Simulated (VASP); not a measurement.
# TePt2Se (P-6m2) in VASP: electric field gradients with PBE

Aim: the electric field gradients of TePt2Se with PBE.

Everything below comes from runs of VASP 6.6.1. Logs are shortened: lines on timing, memory, paths and dates and some standing lists are left out, and cuts for length are marked.

## Step 1: The cell of the first run

It takes space group P-6m2 (No. 187, hexagonal). The conventional cell has a = 4.146 Å, b = 4.146 Å, c = 5.586 Å, α = 90.00°, β = 90.00°, γ = 120.00°. Te (site symmetry -6m2) has 6 Pt at 2.78 Å and 6 Se at 3.68 Å within 3.7 Å. Within 3.6 Å of Pt (site symmetry 3m) lie 2 Pt at 2.75 to 2.83 Å and 3 Se at 2.76 Å and 3 Te at 2.78 Å. Within 3.7 Å of Se (site symmetry -6m2) lie 6 Pt at 2.76 Å and 6 Te at 3.68 Å.

## Step 2: Electric field gradients, PBE

Input file INCAR:

```
ALGO     = Normal         # electronic algorithm
EDIFF    = 1E-8           # SCF threshold, eV
ENCUT    = 520            # plane-wave cutoff, eV
GGA      = PE             # functional
ISIF     = 2              # what is computed and relaxed
ISMEAR   = -1             # smearing method
LASPH    = T              # aspherical terms in the spheres
LCHARG   = F              # write CHGCAR
LEFG     = T            
LREAL    = F              # projectors in reciprocal space
LWAVE    = F              # write WAVECAR
NBANDS   = 24             # bands
NELM     = 80             # most SCF steps
PREC     = Accurate       # precision mode
SIGMA    = 0.15           # smearing width, eV
```

Input file KPOINTS:

```
k-points
0
Gamma
  12 12 8
```

Input file POSCAR:

```
TePt2Se
1.0
    4.1461447976      0.0000000000      0.0000000000
   -2.0730723988      3.5906667225      0.0000000000
    0.0000000000      0.0000000000      5.5863289791
Te Pt Se
1 2 1
Direct
    0.3333333333      0.6666666667      0.5000000000
    0.6666666667      0.3333333333      0.7535466878
    0.6666666667      0.3333333333      0.2464533122
    0.0000000000      0.0000000000      0.0000000000
```

Potentials or basis: VASP PAW PBE potentials, release 64 (Te, Pt, Se).

Command:

```console
cat potpaw_PBE.64/Te/POTCAR potpaw_PBE.64/Pt/POTCAR potpaw_PBE.64/Se/POTCAR > POTCAR
mpirun -np 1 vasp_std > vasp.out
```

OUTCAR:

```text
EDIFF = 1E-8
   ENCUT = 520
   GGA = PE
   ISIF = 2
   ISMEAR = -1
   LASPH = T
   LREAL = F
   NELM = 80
   PREC = Accurate

 ion  position               nearest neighbor table
   1  0.333  0.667  0.500-   2 2.78   3 2.78   2 2.78   3 2.78   2 2.78   3 2.78
   2  0.667  0.333  0.754-   3 2.75   4 2.76   4 2.76   4 2.76   1 2.78   1 2.78   1 2.78   3 2.83

   3  0.667  0.333  0.246-   2 2.75   4 2.76   4 2.76   4 2.76   1 2.78   1 2.78   1 2.78   2 2.83

   4  0.000  0.000  0.000-   2 2.76   3 2.76   2 2.76   3 2.76   2 2.76   3 2.76

  LATTYP: Found a hexagonal cell.
 ALAT       =     4.1461447976
 C/A-ratio  =     1.3473550133

  Lattice vectors:

 A1 = (   4.1461447976,   0.0000000000,   0.0000000000)
 A2 = (  -2.0730723988,   3.5906667225,   0.0000000000)
 A3 = (   0.0000000000,   0.0000000000,   5.5863289791)

Analysis of symmetry for initial positions (statically):
=====================================================================
 Subroutine PRICEL returns:
 Original cell was already a primitive cell.

 Routine SETGRP: Setting up the symmetry group for a
 hexagonal supercell.

 Subroutine GETGRP returns: Found 12 space group operations
 (whereof 12 operations were pure point group operations)
 out of a pool of 24 trial point group operations.

The static configuration has the point symmetry D_3h.

Analysis of symmetry for dynamics (positions and initial velocities):
=====================================================================
 Subroutine PRICEL returns:
 Original cell was already a primitive cell.

 Routine SETGRP: Setting up the symmetry group for a
 hexagonal supercell.

 Subroutine GETGRP returns: Found 12 space group operations
 (whereof 12 operations were pure point group operations)
 out of a pool of 24 trial point group operations.

The dynamic configuration has the point symmetry D_3h.

 Subroutine INISYM returns: Found 12 space group operations
 (whereof 12 operations are pure point group operations),
 and found     1 'primitive' translations

----------------------------------------------------------------------------------------

                                     Primitive cell

  volume of cell :      83.1660

  direct lattice vectors                    reciprocal lattice vectors
     4.146144798  0.000000000  0.000000000     0.241187910  0.139249905  0.000000000
    -2.073072399  3.590666722  0.000000000     0.000000000  0.278499810  0.000000000
     0.000000000  0.000000000  5.586328979     0.000000000  0.000000000  0.179008434

  length of vectors
     4.146144798  4.146144798  5.586328979     0.278499810  0.278499810  0.179008434

  position of ions in fractional coordinates (direct lattice)
     0.333333333  0.666666667  0.500000000
     0.666666667  0.333333333  0.753546688
     0.666666667  0.333333333  0.246453312
     0.000000000  0.000000000  0.000000000

  ion indices of the primitive-cell ions
   primitive index   ion index
                 1           1
                 2           2
                 3           3
                 4           4

----------------------------------------------------------------------------------------

 KPOINTS: k-points

Automatic generation of k-mesh.
 Grid dimensions read from file:
 generate k-points for:   12   12    8

 Generating k-lattice:

  Cartesian coordinates                     Fractional coordinates (reciprocal lattice)
     0.020098993  0.011604159  0.000000000     0.083333333  0.000000000  0.000000000
     0.000000000  0.023208318  0.000000000     0.000000000  0.083333333  0.000000000
     0.000000000  0.000000000  0.022376054     0.000000000  0.000000000  0.125000000

[... 40 lines left out ...]
   total plane-waves  NPLWV =  43008
   dimension x,y,z NGX =    32 NGY =   32 NGZ =   42
   dimension x,y,z NGXF=    64 NGYF=   64 NGZF=   84
   ions per type =               1   2   1
   NGX,Y,Z   is equivalent  to a cutoff of  12.83, 12.83, 12.50 a.u.
   NGXF,Y,Z  is equivalent  to a cutoff of  25.66, 25.66, 25.00 a.u.
 SYSTEM =  unknown system
   PREC   = accura    normal or accurate (medium, high low for compatibility)
   ISTART =      0    job   : 0-new  1-cont  2-samecut
   ICHARG =      2    charge: 1-file 2-atom 10-const
   ISPIN  =      1    spin polarized calculation?
   LNONCOLLINEAR =      F non collinear calculations
   LSORBIT =      F    spin-orbit coupling
   LASPH  =      T    aspherical Exc in radial PAW
   ENCUT  =  520.0 eV  38.22 Ry    6.18 a.u.   7.71  7.71 10.39*2*pi/ulx,y,z
   NELM   =     80;   NELMIN=  2; NELMDL= -5     # of ELM steps
   EDIFF  = 0.1E-07   stopping-criterion for ELM
   LREAL  =      F    real-space projection
   EDIFFG = 0.1E-06   stopping-criterion for IOM
   NSW    =      0    number of steps for IOM
   IBRION =     -1    ionic relax: 0-MD 1-quasi-New 2-CG
   NFREE  =      0    steps in history (QN), initial steepest desc. (CG)
   ISIF   =      2    stress and relaxation
   ISYM   =      2    0-nonsym 1-usesym 2-fastsym
   POTIM  = 0.5000    time-step for ionic-motion
   TEBEG  =    0.0;   TEEND  =   0.0 temperature during run
   PSTRESS=    0.0 pullay stress
   NELECT =      32.0000    total number of electrons
   NUPDOWN=      -1.0000    fix difference up-down
   EMIN   =  10.00;   EMAX   =-10.00  energy-range for DOS
   EFERMI =   0.00;   METHOD = LEGACY
   ISMEAR =    -1;   SIGMA  =   0.15  broadening in eV -4-tet -1-fermi 0-gaus
   EFERMI_NEDOS =   21; number of points for ismear=-14 and -15
   IALGO  =     38    algorithm
   IMIX   =      4    mixing-type and parameters
     AMIX     =   0.40;   BMIX     =  1.00
     AMIX_MAG =   1.60;   BMIX_MAG =  1.00
  volume/ion in A,a.u.               =      20.79       140.31
  Fermi-wavevector in a.u.,A,eV,Ry     =   1.190720  2.250134 19.290516  1.417813
  Thomas-Fermi vector in A             =   2.326798
   LORBIT       =      0    0 simple, 1 ext, 2 COOP (PROOUT), +10 PAW based schemes
   GGA     = PE    functional components
   LHFCALC =     F    Hartree Fock is set to
   AEXX    =    0.0000 exact exchange contribution
   IVDW    =     0    specifies the selected vdW correction
   LEPSILON=     F    determine dielectric tensor
   LRPA    =     F    only Hartree local field effects (RPA)
 non-spin polarized calculation
  energy-cutoff  :      520.00
  volume of cell :       83.17
 maximum number of plane-waves:      2288
 NGX is ok and might be reduce to    32
   NGX = 15   NGY = 15   NGZ = 21

 number of electron      31.9999998 magnetization

 Free energy of the ion-electron system (eV)
  ---------------------------------------------------
  ext. energy  EPLUGINS =         0.00000000
  ---------------------------------------------------
  free energy    TOTEN  =       -19.44485126 eV

  energy without entropy =      -19.27130473  energy(sigma->0) =      -19.35807799

 E-fermi :   8.1053     XC(G=0): -11.1028

 val. band max:        8.1030350298   @ k =   0.1667   0.1667   0.3750
 cond. band min:       8.1086578719   @ k =   0.1667  -0.0000   0.1250
 fundamental gap:      0.0056228421
 Fermi energy:         8.1052968935

 k-point     1 :       0.0000    0.0000    0.0000
  band No.  band energies     occupation
      1      -6.3756      2.00000
      2      -3.9841      2.00000
      3       1.1887      2.00000
      4       2.2304      2.00000
      5       2.2304      2.00000
      6       2.8841      2.00000
[... 637 lines left out ...]
     23      15.1059      0.00000
     24      16.0622      0.00000

 [... further k-points ...]

------------------------ aborting loop because EDIFF is reached ----------------------------------------

  FORCE on cell =-STRESS in cart. coord.  units (eV):
  Direction    XX          YY          ZZ          XY          YZ          ZX
  --------------------------------------------------------------------------------------
  -------------------------------------------------------------------------------------
  Total       -0.1112460     -0.1112460     -0.1094482      0.0000000     -0.0000000     -0.0000000
  in kB       -2.1431324     -2.1431324     -2.1084973      0.0000000     -0.0000000     -0.0000000
  external PRESSURE =      -2.1315874 kB  Pullay stress =       0.0000000 kB

 VOLUME and BASIS-vectors are now :
 -----------------------------------------------------------------------------
  energy-cutoff  :      520.00
  volume of cell :       83.17
      direct lattice vectors                 reciprocal lattice vectors
     4.146144798  0.000000000  0.000000000     0.241187910  0.139249905  0.000000000
    -2.073072399  3.590666722  0.000000000     0.000000000  0.278499810  0.000000000
     0.000000000  0.000000000  5.586328979     0.000000000  0.000000000  0.179008434

 POSITION                                       TOTAL-FORCE (eV/Angst)
 -----------------------------------------------------------------------------------
     -0.00000      2.39378      2.79316         0.000000     -0.000000      0.000000
      2.07307      1.19689      4.20956        -0.000000      0.000000     -0.011807
      2.07307      1.19689      1.37677         0.000000     -0.000000      0.011807
      0.00000      0.00000      0.00000        -0.000000     -0.000000      0.000000
 -----------------------------------------------------------------------------------
    total drift:                               -0.000000      0.000000      0.000000

  FREE ENERGIE OF THE ION-ELECTRON SYSTEM (eV)
  ---------------------------------------------------
  free  energy   TOTEN  =       -19.4448512553 eV

  energy  without entropy=      -19.2713047263  energy(sigma->0) =      -19.35807799

 Electric field gradients (V/A^2)
---------------------------------------------------------------------
 ion       V_xx      V_yy      V_zz      V_xy      V_xz      V_yz
---------------------------------------------------------------------
   1      42.312    42.312   -84.624    -0.000     0.000     0.000
   2      52.698    52.698  -105.396    -0.000    -0.000     0.000
   3      52.698    52.698  -105.396    -0.000     0.000    -0.000
   4      41.978    41.978   -83.956     0.000    -0.000    -0.000
---------------------------------------------------------------------

 Electric field gradients after diagonalization (V/A^2)
 (convention: |V_zz| > |V_xx| > |V_yy|)
----------------------------------------------------------------------
 ion       V_xx      V_yy      V_zz     asymmetry (V_yy - V_xx)/ V_zz
----------------------------------------------------------------------
   1      42.312    42.312   -84.624       0.000
   2      52.698    52.698  -105.396       0.000
   3      52.698    52.698  -105.396       0.000
   4      41.978    41.977   -83.956       0.000
----------------------------------------------------------------------

           NMR quadrupolar parameters

 Cq : quadrupolar parameter    Cq=e*Q*V_zz/h
 eta: asymmetry parameters     (V_yy - V_xx)/ V_zz
 Q  : nuclear electric quadrupole moment in mb (millibarn)
----------------------------------------------------------------------
 ion       Cq(MHz)       eta       Q (mb)
----------------------------------------------------------------------
   1      -0.205       0.000       1.000
   2      -0.255       0.000       1.000
   3      -0.255       0.000       1.000
   4      -0.203       0.000       1.000
----------------------------------------------------------------------
```

Run time: 1.7 min. Hardware: 1 thread of Intel Xeon 6975P-C (Granite Rapids), shared host; peak memory 0.34 GiB.

Results:

```
Free energy                             : -19.4449 eV
Pressure                                : -0.2 GPa
Largest force                           : 0.012 eV/Å
Band gap on the k mesh                  : zero (bands 16 and 17 overlap by 1.31 eV)
Largest electric field gradient by atom : Te -84.6; Pt -105.4; Se -84.0 V/Å²
```

Forces in eV/Å, atoms in the order of the input:
```
Te   0.000  0.000  0.000
Pt   0.000  0.000 -0.012
Pt   0.000  0.000  0.012
Se   0.000  0.000  0.000
```

Electric field gradients, principal values (V/Å²):
| atom | least | middle | greatest (by size) |
| --- | --- | --- | --- |
| 1 Te | 42.312 | 42.312 | -84.624 |
| 2 Pt | 52.698 | 52.698 | -105.396 |
| 3 Pt | 52.698 | 52.698 | -105.396 |
| 4 Se | 41.977 | 41.978 | -83.956 |

Caveat: without QUAD_EFG the Cq values of the log hold for a quadrupole moment of 1 mb, not for the nuclei; spin-orbit coupling is left out, which moves the levels of the heavy elements.
